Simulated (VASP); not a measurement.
# Cd (Fm-3m) in VASP: notebook

Aim: see how the results for Cd move with the level of theory and the settings. Levels: PBEsol, PBEsol+D3(BJ), revPBE, B3LYP. Tasks: single point.

Everything below comes from runs of VASP 6.6.1. Logs are shortened: lines on timing, memory, paths and dates and some standing lists are left out, and cuts for length are marked.

### Step 1. The cell of the first run

The structure is cubic, space group Fm-3m (No. 225). Conventional cell: a = 4.436 Å, b = 4.436 Å, c = 4.436 Å, α = 90.00°, β = 90.00°, γ = 90.00°. Within 4.1 Å of Cd (site symmetry m-3m) lie 12 Cd at 3.14 Å.

This isn't the form of Cd at room conditions, which is hcp.

### Step 2. Single point, PBEsol

Contents of INCAR:

```
  PREC = Accurate
  ENCUT = 500
  EDIFF = 1E-6
  ISMEAR = 0
  SIGMA = 0.1
  LREAL = False
  LASPH = True
  NELM = 120
  ALGO = Normal
  ISIF = 2
  LWAVE = False
  LCHARG = False
  GGA = PS
  NBANDS = 12
  GGA_COMPAT = False
```

Contents of KPOINTS:

```
regular mesh
0
Gamma
  10 10 10
```

Contents of POSCAR:

```
Cd
1.0
    0.0000000000      2.2181497500      2.2181497500
    2.2181497500      0.0000000000      2.2181497500
    2.2181497500      2.2181497500      0.0000000000
Cd
1
Direct
    0.0000000000      0.0000000000      0.0000000000
```

Potentials or basis: VASP PAW PBE potentials, release 64 (Cd).

On the command line:

```
$ cat potpaw_PBE.64/Cd/POTCAR > POTCAR
$ mpirun -np 1 vasp_std > vasp.out
```

OUTCAR:

```text
PREC = Accurate
   ENCUT = 500
   EDIFF = 1E-6
   ISMEAR = 0
   LREAL = False
   LASPH = True
   NELM = 120
   ISIF = 2
   GGA = PS

 ion  position               nearest neighbor table
   1  0.000  0.000  0.000-

  LATTYP: Found a face centered cubic cell.
 ALAT       =     4.4362995000

  Lattice vectors:

 A1 = (   0.0000000000,   2.2181497500,   2.2181497500)
 A2 = (   2.2181497500,   0.0000000000,   2.2181497500)
 A3 = (   2.2181497500,   2.2181497500,   0.0000000000)

Analysis of symmetry for initial positions (statically):
=====================================================================
 Subroutine PRICEL returns:
 Original cell was already a primitive cell.

 Routine SETGRP: Setting up the symmetry group for a
 face centered cubic supercell.

 Subroutine GETGRP returns: Found 48 space group operations
 (whereof 48 operations were pure point group operations)
 out of a pool of 48 trial point group operations.

The static configuration has the point symmetry O_h .

Analysis of symmetry for dynamics (positions and initial velocities):
=====================================================================
 Subroutine PRICEL returns:
 Original cell was already a primitive cell.

 Routine SETGRP: Setting up the symmetry group for a
 face centered cubic supercell.

 Subroutine GETGRP returns: Found 48 space group operations
 (whereof 48 operations were pure point group operations)
 out of a pool of 48 trial point group operations.

The dynamic configuration has the point symmetry O_h .

 Subroutine INISYM returns: Found 48 space group operations
 (whereof 48 operations are pure point group operations),
 and found     1 'primitive' translations

----------------------------------------------------------------------------------------

                                     Primitive cell

  volume of cell :      21.8274

  direct lattice vectors                    reciprocal lattice vectors
     0.000000000  2.218149750  2.218149750    -0.225413095  0.225413095  0.225413095
     2.218149750  0.000000000  2.218149750     0.225413095 -0.225413095  0.225413095
     2.218149750  2.218149750  0.000000000     0.225413095  0.225413095 -0.225413095

  length of vectors
     3.136937460  3.136937460  3.136937460     0.390426933  0.390426933  0.390426933

  position of ions in fractional coordinates (direct lattice)
     0.000000000  0.000000000  0.000000000

  ion indices of the primitive-cell ions
   primitive index   ion index
                 1           1

----------------------------------------------------------------------------------------

 KPOINTS: regular mesh

Automatic generation of k-mesh.
 Grid dimensions read from file:
 generate k-points for:   10   10   10

 Generating k-lattice:

  Cartesian coordinates                     Fractional coordinates (reciprocal lattice)
    -0.022541309  0.022541309  0.022541309     0.100000000  0.000000000  0.000000000
     0.022541309 -0.022541309  0.022541309     0.000000000  0.100000000  0.000000000
     0.022541309  0.022541309 -0.022541309     0.000000000  0.000000000  0.100000000

  Length of vectors
     0.039042693  0.039042693  0.039042693

  Shift w.r.t. Gamma in fractional coordinates (k-lattice)
     0.000000000  0.000000000  0.000000000

 Subroutine IBZKPT returns following result:
 ===========================================

 Found     47 irreducible k-points:

 Following reciprocal coordinates:
            Coordinates               Weight
  0.000000  0.000000  0.000000      1.000000
  0.100000  0.000000  0.000000      8.000000
  0.200000  0.000000  0.000000      8.000000
  0.300000  0.000000  0.000000      8.000000
  0.400000  0.000000  0.000000      8.000000
  0.500000  0.000000  0.000000      4.000000
[... 16 lines left out ...]
  0.300000  0.300000  0.000000      6.000000
  0.400000  0.300000  0.000000     24.000000
 [... further k-points ...]
   k-points           NKPTS =     47   k-points in BZ     NKDIM =     47   number of bands    NBANDS=     12
   number of dos      NEDOS =    301   number of ions     NIONS =      1
   total plane-waves  NPLWV =  13824
   dimension x,y,z NGX =    24 NGY =   24 NGZ =   24
   dimension x,y,z NGXF=    48 NGYF=   48 NGZF=   48
   ions per type =               1
   NGX,Y,Z   is equivalent  to a cutoff of  12.72, 12.72, 12.72 a.u.
   NGXF,Y,Z  is equivalent  to a cutoff of  25.44, 25.44, 25.44 a.u.
 SYSTEM =  unknown system
   PREC   = accura    normal or accurate (medium, high low for compatibility)
   ISTART =      0    job   : 0-new  1-cont  2-samecut
   ICHARG =      2    charge: 1-file 2-atom 10-const
   ISPIN  =      1    spin polarized calculation?
   LNONCOLLINEAR =      F non collinear calculations
   LSORBIT =      F    spin-orbit coupling
   LASPH  =      T    aspherical Exc in radial PAW
   ENCUT  =  500.0 eV  36.75 Ry    6.06 a.u.   5.72  5.72  5.72*2*pi/ulx,y,z
   NELM   =    120;   NELMIN=  2; NELMDL= -5     # of ELM steps
   EDIFF  = 0.1E-05   stopping-criterion for ELM
   LREAL  =      F    real-space projection
   EDIFFG = 0.1E-04   stopping-criterion for IOM
   NSW    =      0    number of steps for IOM
   IBRION =     -1    ionic relax: 0-MD 1-quasi-New 2-CG
   NFREE  =      0    steps in history (QN), initial steepest desc. (CG)
   ISIF   =      2    stress and relaxation
   ISYM   =      2    0-nonsym 1-usesym 2-fastsym
   POTIM  = 0.5000    time-step for ionic-motion
   TEBEG  =    0.0;   TEEND  =   0.0 temperature during run
   PSTRESS=    0.0 pullay stress
   NELECT =      12.0000    total number of electrons
   NUPDOWN=      -1.0000    fix difference up-down
   EMIN   =  10.00;   EMAX   =-10.00  energy-range for DOS
   EFERMI =   0.00;   METHOD = LEGACY
   ISMEAR =     0;   SIGMA  =   0.10  broadening in eV -4-tet -1-fermi 0-gaus
   EFERMI_NEDOS =   21; number of points for ismear=-14 and -15
   IALGO  =     38    algorithm
   IMIX   =      4    mixing-type and parameters
     AMIX     =   0.40;   BMIX     =  1.00
     AMIX_MAG =   1.60;   BMIX_MAG =  1.00
  volume/ion in A,a.u.               =      21.83       147.30
  Fermi-wavevector in a.u.,A,eV,Ry     =   1.341120  2.534350 24.471486  1.798604
  Thomas-Fermi vector in A             =   2.469379
   LORBIT       =      0    0 simple, 1 ext, 2 COOP (PROOUT), +10 PAW based schemes
   GGA     = PS    functional components
   LHFCALC =     F    Hartree Fock is set to
   AEXX    =    0.0000 exact exchange contribution
   IVDW    =     0    specifies the selected vdW correction
   LEPSILON=     F    determine dielectric tensor
   LRPA    =     F    only Hartree local field effects (RPA)
 non-spin polarized calculation
 Gauss-broadening in eV      SIGMA  =   0.10
  energy-cutoff  :      500.00
  volume of cell :       21.83
 maximum number of plane-waves:       568
   NGX = 11   NGY = 11   NGZ = 11

 number of electron      12.0000003 magnetization

 Free energy of the ion-electron system (eV)
  ---------------------------------------------------
  ext. energy  EPLUGINS =         0.00000000
  ---------------------------------------------------
  free energy    TOTEN  =        -1.18282350 eV

  energy without entropy =       -1.18040650  energy(sigma->0) =       -1.18161500

 E-fermi :   2.7760     XC(G=0): -11.1627

 val. band max:        2.7211776365   @ k =  -0.4000   0.3000   0.0000
 cond. band min:       2.8621644327   @ k =  -0.4000   0.4000   0.0000
 fundamental gap:      0.1409867963
 Fermi energy:         2.7759795298

 k-point     1 :       0.0000    0.0000    0.0000
  band No.  band energies     occupation
      1      -6.4112      2.00000
      2      -6.4112      2.00000
      3      -6.4112      2.00000
      4      -6.1677      2.00000
      5      -5.9524      2.00000
      6      -5.9524      2.00000
      7      16.5434      0.00000
      8      17.5732      0.00000
      9      17.5732      0.00000
     10      17.5732      0.00000
     11      20.9603      0.00000
     12      20.9603      0.00000

 k-point     2 :       0.1000    0.0000    0.0000
  band No.  band energies     occupation
      1      -6.4505      2.00000
      2      -6.3714      2.00000
      3      -6.3714      2.00000
      4      -5.9604      2.00000
      5      -5.9604      2.00000
      6      -5.8937      2.00000
      7      14.5799      0.00000
      8      16.7852      0.00000
      9      17.1948      0.00000
     10      17.1948      0.00000
     11      21.3771      0.00000
     12      21.6176      0.00000

 k-point     3 :       0.2000    0.0000    0.0000
  band No.  band energies     occupation
      1      -6.5812      2.00000
      2      -6.3114      2.00000
      3      -6.3114      2.00000
      4      -5.9329      2.00000
      5      -5.9329      2.00000
      6      -5.0408      2.00000
      7      10.7529      0.00000
      8      16.4955      0.00000
      9      16.4955      0.00000
     10      16.6676      0.00000
     11      20.8501      0.00000
     12      21.5691      0.00000
[... 286 lines left out ...]
 k-point    23 :       0.3000    0.3000    0.0000
  band No.  band energies     occupation
      1      -6.8406      2.00000
      2      -6.6345      2.00000
      3      -5.8389      2.00000
      4      -5.8389      2.00000
      5      -5.7226      2.00000
      6      -2.8591      2.00000
      7      11.0542      0.00000
      8      11.2655      0.00000
      9      11.2655      0.00000
     10      14.2534      0.00000
     11      14.2943      0.00000
     12      27.4033      0.00000

 k-point    24 :       0.4000    0.3000    0.0000
  band No.  band energies     occupation
      1      -6.8890      2.00000
      2      -6.7239      2.00000
      3      -5.8181      2.00000
      4      -5.7859      2.00000
      5      -5.5975      2.00000
      6      -1.4858      2.00000
      7       8.4497      0.00000
      8       9.3290      0.00000
      9      10.6910      0.00000
     10      14.0778      0.00000
     11      15.9648      0.00000
     12      26.7936      0.00000

 [... further k-points ...]

------------------------ aborting loop because EDIFF is reached ----------------------------------------

  FORCE on cell =-STRESS in cart. coord.  units (eV):
  Direction    XX          YY          ZZ          XY          YZ          ZX
  --------------------------------------------------------------------------------------
  -------------------------------------------------------------------------------------
  Total       -0.2281383     -0.2281383     -0.2281383     -0.0000000     -0.0000000      0.0000000
  in kB      -16.7458131    -16.7458131    -16.7458131     -0.0000000     -0.0000000      0.0000000
  external PRESSURE =     -16.7458131 kB  Pullay stress =       0.0000000 kB

 VOLUME and BASIS-vectors are now :
 -----------------------------------------------------------------------------
  energy-cutoff  :      500.00
  volume of cell :       21.83
      direct lattice vectors                 reciprocal lattice vectors
     0.000000000  2.218149750  2.218149750    -0.225413095  0.225413095  0.225413095
     2.218149750  0.000000000  2.218149750     0.225413095 -0.225413095  0.225413095
     2.218149750  2.218149750  0.000000000     0.225413095  0.225413095 -0.225413095

 POSITION                                       TOTAL-FORCE (eV/Angst)
 -----------------------------------------------------------------------------------
      0.00000      0.00000      0.00000         0.000000      0.000000      0.000000
 -----------------------------------------------------------------------------------
    total drift:                               -0.000000     -0.000000     -0.000000

  FREE ENERGIE OF THE ION-ELECTRON SYSTEM (eV)
  ---------------------------------------------------
  free  energy   TOTEN  =        -1.1828235037 eV

  energy  without entropy=       -1.1804065025  energy(sigma->0) =       -1.18161500
```

Wall time 6.1 s (1 thread of AMD EPYC 9R45 (Zen 5), shared host); peak memory 0.11 GiB.

What came out:

```
Free energy            : -1.1828 eV
Pressure               : -1.7 GPa
Band gap on the k mesh : zero (bands 6 and 7 overlap by 2.45 eV)
```

Caveat: the PAW data sets were made with another functional, which shifts forces and pressure a little.

### Step 3. Single point, PBEsol+D3(BJ), non-collinear spin, zero start, spin-orbit coupling

Contents of INCAR:

```
  PREC = Accurate
  ENCUT = 500
  EDIFF = 1E-6
  ISMEAR = 1
  SIGMA = 0.15
  LREAL = False
  LASPH = True
  NELM = 200
  ALGO = Normal
  ISIF = 2
  LWAVE = False
  LCHARG = False
  MAGMOM = 0 0 0
  LORBIT = 11
  LSORBIT = True
  GGA_COMPAT = False
  LORBMOM = True
  GGA = PS
  IVDW = 12
  NBANDS = 23
```

KPOINTS is that of step 2.

POSCAR is that of step 2.

Potentials or basis: VASP PAW PBE potentials, release 64 (Cd).

On the command line:

```
$ cat potpaw_PBE.64/Cd/POTCAR > POTCAR
$ mpirun -np 1 vasp_ncl > vasp.out
```

Wall time 27 s (1 thread of AMD EPYC 9R45 (Zen 5), shared host); peak memory 0.19 GiB.

The run converged. Its results:

```
Free energy                                           : -1.6209 eV
Pressure                                              : -4.9 GPa
Net moment                                            : 0.00 μB per cell
Valence electrons inside the program's atomic spheres : Cd 10.30
Dispersion energy per atom                            : -0.410 eV
```

Moments on the atoms (μB; x, y, z):
```
Cd  0.00 0.00 0.00
```

Caveat: the cell stands under tension; the PAW data sets were made with another functional, which shifts forces and pressure a little.

### Step 4. Single point, PBEsol

Contents of INCAR:

```
SYSTEM = Cd
GGA = PS
ISMEAR = 1
SIGMA = 0.1
LWAVE = .FALSE.
LCHARG = .FALSE.
ISIF = 2
PREC = Accurate
LASPH = .TRUE.
LREAL = .FALSE.
ALGO = Normal
EDIFF = 1E-6
NELM = 120
GGA_COMPAT = .FALSE.
ENCUT = 400
```

Contents of KPOINTS:

```
k-points
0
Gamma
  13 13 13
```

POSCAR is that of step 3.

On the command line:

```
$ cat potpaw_PBE.64/Cd/POTCAR > POTCAR
$ mpirun -np 1 vasp_std > vasp.out
```

Run time: 9.4 s. Hardware: 1 thread of Intel Xeon Platinum 8259CL at 2.50GHz (Skylake/Cascade Lake), shared host; peak memory 0.13 GiB.

The run converged. Its results:

```
Free energy            : -1.1809 eV
Pressure               : -2.8 GPa
Band gap on the k mesh : zero (bands 6 and 7 overlap by 2.19 eV)
```

Levels at points of the mesh, in eV from the Fermi level:
| k point | band 3 | band 4 | band 5 | band 6 | band 7 | band 8 | band 9 | band 10 |
| --- | --- | --- | --- | --- | --- | --- | --- | --- |
| (0.00, 0.00, 0.00) | -9.02 | -8.77 | -8.56 | -8.56 | 13.94 | 14.97 | 14.97 | 14.97 |

Caveat: the PAW data sets were made with another functional, which shifts forces and pressure a little.

(Continued in part 2 of 2.)
